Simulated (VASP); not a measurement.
# HfC in VASP: settings compared

The runs below take HfC through single point, with PBE+D3(BJ), PBE+D4, LDA, PBEsol, revPBE.

All numbers are computed with VASP 6.6.1; they aren't measurements. Logs are shortened: lines on timing, memory, paths and dates and some standing lists are left out, and cuts for length are marked.

## Step 1: The cell of the first run

It takes space group Fm-3m (No. 225, cubic). Conventional cell: a = 4.620 Å, b = 4.620 Å, c = 4.620 Å, α = 90.00°, β = 90.00°, γ = 90.00°. Hf (site symmetry m-3m) has 6 C at 2.31 Å within 3.1 Å. Within 3.1 Å of C (site symmetry m-3m) lie 6 Hf at 2.31 Å.

## Step 2: Single point, PBE+D3(BJ)

Contents of INCAR:

```
SYSTEM = HfC
PREC = Accurate
ENCUT = 520
EDIFF = 1E-7
ISMEAR = -1
SIGMA = 0.05
LREAL = .False.
LASPH = .True.
NELM = 80
ALGO = Normal
ISIF = 2
LWAVE = .False.
LCHARG = .True.
GGA = PE
IVDW = 12
LELF = .True.
LVHAR = .True.
NBANDS = 14
```

Contents of KPOINTS:

```
Automatic mesh
0
Gamma
  12 12 12
  0 0 0
```

Contents of POSCAR:

```
HfC
1.0
   -1.6334056885      2.3099915728      1.6334133249
    1.6334056885     -2.3099915728      1.6334133249
    1.6334056885      2.3099915728     -1.6334133249
Hf C
1 1
Direct
    1.0820833885      1.0820833885      0.0000000000
    0.5820832715      0.0820832715      0.5000000000
```

Potentials or basis: VASP PAW PBE potentials, release 64 (Hf_pv, C).

Launch:

```console
$ cat potpaw_PBE.64/Hf_pv/POTCAR potpaw_PBE.64/C/POTCAR > POTCAR
$ mpirun -np 1 vasp_std > vasp.out
```

OUTCAR:

```text
SYSTEM = HfC
   PREC = Accurate
   ENCUT = 520
   EDIFF = 1E-7
   ISMEAR = -1
   LREAL = .False.
   LASPH = .True.
   NELM = 80
   ISIF = 2
   GGA = PE
   IVDW = 12
 IVDW          = 12

 ion  position               nearest neighbor table
   1  0.082  0.082  0.000-   2 2.31   2 2.31   2 2.31   2 2.31   2 2.31   2 2.31
   2  0.582  0.082  0.500-   1 2.31   1 2.31   1 2.31   1 2.31   1 2.31   1 2.31

  LATTYP: Found a face centered cubic cell.
 ALAT       =     4.6199905541

  Lattice vectors:

 A1 = (   0.0000000000,   0.0000000000,  -3.2668266498)
 A2 = (  -1.6334056885,   2.3099915728,  -1.6334133249)
 A3 = (   1.6334056885,   2.3099915728,  -1.6334133249)

Analysis of symmetry for initial positions (statically):
=====================================================================
 Subroutine PRICEL returns:
 Original cell was already a primitive cell.

 Routine SETGRP: Setting up the symmetry group for a
 face centered cubic supercell.

 Subroutine GETGRP returns: Found 48 space group operations
 (whereof  4 operations were pure point group operations)
 out of a pool of 48 trial point group operations.

The static configuration has the point symmetry C_2v.
 The point group associated with its full space group is O_h .

Analysis of symmetry for dynamics (positions and initial velocities):
=====================================================================
 Subroutine PRICEL returns:
 Original cell was already a primitive cell.

 Routine SETGRP: Setting up the symmetry group for a
 face centered cubic supercell.

 Subroutine GETGRP returns: Found 48 space group operations
 (whereof  4 operations were pure point group operations)
 out of a pool of 48 trial point group operations.

The dynamic configuration has the point symmetry C_2v.
 The point group associated with its full space group is O_h .

 Subroutine INISYM returns: Found 48 space group operations
 (whereof  4 operations are pure point group operations),
 and found     1 'primitive' translations

----------------------------------------------------------------------------------------

                                     Primitive cell

  volume of cell :      24.6525

  direct lattice vectors                    reciprocal lattice vectors
    -1.633405688  2.309991573  1.633413325     0.000000000  0.216451006  0.306107458
     1.633405688 -2.309991573  1.633413325     0.306108889  0.000000000  0.306107458
     1.633405688  2.309991573 -1.633413325     0.306108889  0.216451006  0.000000000

  length of vectors
     3.266820212  3.266820212  3.266820212     0.374903739  0.432902330  0.374904908

  position of ions in fractional coordinates (direct lattice)
     0.082083389  0.082083389  0.000000000
     0.582083271  0.082083271  0.500000000

  ion indices of the primitive-cell ions
   primitive index   ion index
                 1           1
                 2           2

----------------------------------------------------------------------------------------

 KPOINTS: Automatic mesh

Automatic generation of k-mesh.
 Grid dimensions read from file:
 generate k-points for:   12   12   12

 Generating k-lattice:

  Cartesian coordinates                     Fractional coordinates (reciprocal lattice)
     0.000000000  0.018037584  0.025508955     0.083333333  0.000000000 -0.000000000
     0.025509074  0.000000000  0.025508955     0.000000000  0.083333333  0.000000000
     0.025509074  0.018037584  0.000000000    -0.000000000  0.000000000  0.083333333

  Length of vectors
     0.031241978  0.036075194  0.031242076

  Shift w.r.t. Gamma in fractional coordinates (k-lattice)
     0.000000000  0.000000000  0.000000000

 Subroutine IBZKPT returns following result:
 ===========================================

 Found     72 irreducible k-points:

 Following reciprocal coordinates:
            Coordinates               Weight
  0.000000  0.000000  0.000000      1.000000
  0.083333 -0.000000  0.000000      8.000000
  0.166667 -0.000000  0.000000      8.000000
  0.250000  0.000000  0.000000      8.000000
  0.333333 -0.000000  0.000000      8.000000
  0.416667 -0.000000  0.000000      8.000000
[... 16 lines left out ...]
  0.333333  0.166667  0.000000     24.000000
  0.416667  0.166667  0.000000     24.000000
 [... further k-points ...]
   k-points           NKPTS =     72   k-points in BZ     NKDIM =     72   number of bands    NBANDS=     14
   number of dos      NEDOS =    301   number of ions     NIONS =      2
   total plane-waves  NPLWV =  13824
   dimension x,y,z NGX =    24 NGY =   24 NGZ =   24
   dimension x,y,z NGXF=    48 NGYF=   48 NGZF=   48
   ions per type =               1   1
   NGX,Y,Z   is equivalent  to a cutoff of  12.21, 12.21, 12.21 a.u.
   NGXF,Y,Z  is equivalent  to a cutoff of  24.43, 24.43, 24.43 a.u.
 SYSTEM =  HfC
   PREC   = accura    normal or accurate (medium, high low for compatibility)
   ISTART =      0    job   : 0-new  1-cont  2-samecut
   ICHARG =      2    charge: 1-file 2-atom 10-const
   ISPIN  =      1    spin polarized calculation?
   LNONCOLLINEAR =      F non collinear calculations
   LSORBIT =      F    spin-orbit coupling
   LASPH  =      T    aspherical Exc in radial PAW
   ENCUT  =  520.0 eV  38.22 Ry    6.18 a.u.   6.07  6.07  6.07*2*pi/ulx,y,z
   NELM   =     80;   NELMIN=  2; NELMDL= -5     # of ELM steps
   EDIFF  = 0.1E-06   stopping-criterion for ELM
   LREAL  =      F    real-space projection
   EDIFFG = 0.1E-05   stopping-criterion for IOM
   NSW    =      0    number of steps for IOM
   IBRION =     -1    ionic relax: 0-MD 1-quasi-New 2-CG
   NFREE  =      0    steps in history (QN), initial steepest desc. (CG)
   ISIF   =      2    stress and relaxation
   ISYM   =      2    0-nonsym 1-usesym 2-fastsym
   POTIM  = 0.5000    time-step for ionic-motion
   TEBEG  =    0.0;   TEEND  =   0.0 temperature during run
   PSTRESS=    0.0 pullay stress
   NELECT =      14.0000    total number of electrons
   NUPDOWN=      -1.0000    fix difference up-down
   EMIN   =  10.00;   EMAX   =-10.00  energy-range for DOS
   EFERMI =   0.00;   METHOD = LEGACY
   ISMEAR =    -1;   SIGMA  =   0.05  broadening in eV -4-tet -1-fermi 0-gaus
   EFERMI_NEDOS =   21; number of points for ismear=-14 and -15
   IALGO  =     38    algorithm
   IMIX   =      4    mixing-type and parameters
     AMIX     =   0.40;   BMIX     =  1.00
     AMIX_MAG =   1.60;   BMIX_MAG =  1.00
  volume/ion in A,a.u.               =      12.33        83.18
  Fermi-wavevector in a.u.,A,eV,Ry     =   1.355701  2.561904 25.006499  1.837926
  Thomas-Fermi vector in A             =   2.482767
   LORBIT       =      0    0 simple, 1 ext, 2 COOP (PROOUT), +10 PAW based schemes
   GGA     = PE    functional components
   LHFCALC =     F    Hartree Fock is set to
   AEXX    =    0.0000 exact exchange contribution
   IVDW    =    12    specifies the selected vdW correction
   LEPSILON=     F    determine dielectric tensor
   LRPA    =     F    only Hartree local field effects (RPA)
 non-spin polarized calculation
  energy-cutoff  :      520.00
  volume of cell :       24.65
 maximum number of plane-waves:       684
   NGX = 13   NGY = 13   NGZ = 13

 number of electron      14.0000002 magnetization

 Free energy of the ion-electron system (eV)
  ---------------------------------------------------
  ext. energy  EPLUGINS =         0.00000000
  ---------------------------------------------------
  free energy    TOTEN  =       -21.04103704 eV

  energy without entropy =      -21.03881476  energy(sigma->0) =      -21.03992590

 E-fermi :   6.1207     XC(G=0): -12.3816

 val. band max:        6.0270692538   @ k =  -0.0000   0.5000   0.0000
 cond. band min:       6.1749574452   @ k =   0.0833   0.3333   0.0000
 fundamental gap:      0.1478881914
 Fermi energy:         6.1207246550

 k-point     1 :       0.0000    0.0000    0.0000
  band No.  band energies     occupation
      1     -23.3740      2.00000
      2     -23.3739      2.00000
      3     -23.3739      2.00000
      4      -6.3039      2.00000
      5       7.1142      0.00000
      6       7.1142      0.00000
      7       7.1142      0.00000
      8       7.5009      0.00000
      9       7.5009      0.00000
     10       7.5009      0.00000
     11       9.5551      0.00000
     12       9.5551      0.00000
     13      13.1640      0.00000
     14      17.1615      0.00000

 k-point     2 :       0.0833   -0.0000    0.0000
  band No.  band energies     occupation
      1     -23.4262      2.00000
      2     -23.3789      2.00000
      3     -23.3789      2.00000
      4      -6.1242      2.00000
      5       6.0129      1.79265
      6       6.3274      0.03152
      7       6.3275      0.03150
      8       7.8278      0.00000
      9       7.8278      0.00000
     10       8.1727      0.00000
     11      10.3856      0.00000
     12      10.3856      0.00000
     13      13.5527      0.00000
     14      17.6631      0.00000

 k-point     3 :       0.1667   -0.0000    0.0000
  band No.  band energies     occupation
      1     -23.5660      2.00000
      2     -23.3924      2.00000
      3     -23.3924      2.00000
      4      -5.6115      2.00000
      5       4.5314      2.00000
      6       5.2443      2.00000
      7       5.2444      2.00000
      8       8.3806      0.00000
      9       8.3806      0.00000
     10       8.6655      0.00000
     11      11.9963      0.00000
     12      11.9963      0.00000
     13      14.4626      0.00000
     14      18.9608      0.00000
[... 324 lines left out ...]
 k-point    23 :       0.3333    0.1667    0.0000
  band No.  band energies     occupation
      1     -24.0208      2.00000
      2     -23.5551      2.00000
      3     -23.4915      2.00000
      4      -3.0606      2.00000
      5       0.8281      2.00000
      6       3.2364      2.00000
      7       3.6142      2.00000
      8       9.2157      0.00000
      9      11.8184      0.00000
     10      12.0836      0.00000
     11      14.6949      0.00000
     12      15.8113      0.00000
     13      17.6255      0.00000
     14      19.1023      0.00000

 k-point    24 :       0.4167    0.1667    0.0000
  band No.  band energies     occupation
      1     -24.0280      2.00000
      2     -23.5799      2.00000
      3     -23.4739      2.00000
      4      -2.8722      2.00000
      5       0.6058      2.00000
      6       3.2802      2.00000
      7       3.3553      2.00000
      8      10.4031      0.00000
      9      11.2233      0.00000
     10      11.4230      0.00000
     11      14.8980      0.00000
     12      16.3606      0.00000
     13      17.2569      0.00000
     14      19.7604      0.00000

 [... further k-points ...]

------------------------ aborting loop because EDIFF is reached ----------------------------------------

 Edisp (eV)   -0.73094

 E8    (eV) :    -0.3482

  FORCE on cell =-STRESS in cart. coord.  units (eV):
  Direction    XX          YY          ZZ          XY          YZ          ZX
  --------------------------------------------------------------------------------------
  -------------------------------------------------------------------------------------
  Total      -0.08929    -0.08929    -0.08929    -0.00000    -0.00000    -0.00000
  in kB      -5.80297    -5.80300    -5.80302    -0.00000    -0.00000    -0.00000
  external pressure =       -5.80 kB  Pullay stress =        0.00 kB

 VOLUME and BASIS-vectors are now :
 -----------------------------------------------------------------------------
  energy-cutoff  :      520.00
  volume of cell :       24.65
      direct lattice vectors                 reciprocal lattice vectors
    -1.633405688  2.309991573  1.633413325     0.000000000  0.216451006  0.306107458
     1.633405688 -2.309991573  1.633413325     0.306108889  0.000000000  0.306107458
     1.633405688  2.309991573 -1.633413325     0.306108889  0.216451006  0.000000000

 POSITION                                       TOTAL-FORCE (eV/Angst)
 -----------------------------------------------------------------------------------
      0.00000      0.00000      0.26815         0.000000      0.000000      0.000000
      0.00000      2.30999      0.26815        -0.000000     -0.000000     -0.000000
 -----------------------------------------------------------------------------------
    total drift:                                0.000000     -0.000000      0.000101

  FREE ENERGIE OF THE ION-ELECTRON SYSTEM (eV)
  ---------------------------------------------------
  free  energy   TOTEN  =       -21.7719731885 eV

  energy  without entropy=      -21.7697509053  energy(sigma->0) =      -21.77086205
```

Run time: 15 s. Hardware: 1 thread of Intel Xeon Platinum 8488C (Sapphire Rapids), shared host; peak memory 0.16 GiB.

What came out:

```
Free energy                : -21.7720 eV
Pressure                   : -0.6 GPa
Band gap on the k mesh     : zero (band 7 reaches 7.11 eV, above the bottom of band 8 at 5.68 eV)
Dispersion energy per atom : -0.365 eV
```

Levels at points of the mesh, in eV from the Fermi level:
| k point | band 5 | band 6 | band 7 | band 8 | band 9 | band 10 |
| --- | --- | --- | --- | --- | --- | --- |
| (0.00, 0.00, 0.00) | 0.99 | 0.99 | 0.99 | 1.38 | 1.38 | 1.38 |
| (0.50, 0.00, 0.00) | -6.24 | -3.07 | -3.07 | 5.41 | 5.41 | 5.89 |
| (0.00, 0.50, 0.00) | -2.58 | -1.86 | -0.09 | -0.09 | 5.41 | 6.88 |

Caveat: spin-orbit coupling is left out, which moves the levels of the heavy elements; pairwise dispersion overbinds metals, which lowers pressure and volume.

## Step 3: Single point, PBE+D4

This run uses another cell than the first one, of 12.39 Å³/atom, 1.005 times its volume.

Contents of INCAR:

```
  ALGO = Normal
  EDIFF = 1E-6
  ENCUT = 520
  GGA = PE
  ISIF = 2
  ISMEAR = -1
  IVDW = 13
  LASPH = True
  LCHARG = True
  LELF = True
  LREAL = False
  LVHAR = True
  LWAVE = False
  NBANDS = 14
  NELM = 60
  PREC = Accurate
  SIGMA = 0.05
```

Contents of KPOINTS:

```
k-points
0
Gamma
  12 12 12
```

Contents of POSCAR:

```
HfC
1.0
   -1.6361364966      2.3140805291      1.6364104535
    1.6361364966     -2.3140805291      1.6364104535
    1.6361364966      2.3140805291     -1.6364104535
Hf C
1 1
Direct
    1.0820860411      1.0820860411      0.0000000000
    0.5820806189      0.0820806189      0.5000000000
```

Potentials or basis: VASP PAW PBE potentials, release 64 (Hf_pv, C).

Launch:

```console
$ cat potpaw_PBE.64/Hf_pv/POTCAR potpaw_PBE.64/C/POTCAR > POTCAR
$ mpirun -np 1 vasp_std > vasp.out
```

Wall time 43 s (1 thread of Intel Xeon Platinum 8488C (Sapphire Rapids), shared host); peak memory 0.22 GiB.

The run converged. Its results:

| Item | Value |
| --- | --- |
| Free energy | -21.5516 eV |
| Pressure | -0.6 GPa |
| Band gap on the k mesh | zero (band 7 reaches 7.07 eV, above the bottom of band 8 at 5.64 eV) |
| Dispersion energy per atom | -0.254 eV |

Levels at points of the mesh, in eV from the Fermi level:
```
           k point  band 5  band 6  band 7  band 8  band 9  band 10
(0.00, 0.00, 0.00)    0.99    0.99    0.99    1.38    1.38     1.38
(0.50, 0.00, 0.00)   -6.22   -3.05   -3.04    5.38    5.38     5.86
(0.00, 0.50, 0.00)   -2.59   -1.84   -0.10   -0.10    5.38     6.83
(0.50, 0.50, 0.00)   -6.22   -3.05   -3.05    5.38    5.38     5.86
(0.50, 0.50, 0.50)   -2.59   -1.84   -0.10   -0.10    5.38     6.83
```

Caveat: spin-orbit coupling is left out, which moves the levels of the heavy elements; pairwise dispersion overbinds metals, which lowers pressure and volume.

(Continued in part 2 of 2.)
